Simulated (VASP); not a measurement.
Runs of VASP 6.6.1 on NaTi3. The structure is that of space group Pm-3m (No. 221), or close to it. The cells are those of the table. 

```tsv
task	cell	k mesh	cutoff (eV)	gap on the mesh (eV)	pressure (GPa)
relaxation of cell and atoms	relaxed from a = 4.224 Å, 4 atoms	12 × 12 × 12	600	none	-0.1
single point	a = 3.976 Å, 4 atoms	4 × 4 × 4	520	none	17.1
single point	a = 4.224 Å, 4 atoms	4 × 4 × 4	520	none	(a)
single point	a = 4.227 Å, 4 atoms	12 × 12 × 12	520	none	-0.1
```

Alike in all rows: level PBE; potentials or basis VASP PAW PBE potentials, release 64 (Na_pv, Ti_sv); no spin polarisation; smearing gaussian 0.1 eV.

Estimate the missing entries.

(a) 0.1.

Caveats: some runs use coarse meshes.

A gap of «none» marks levels without a gap at the run's occupations.
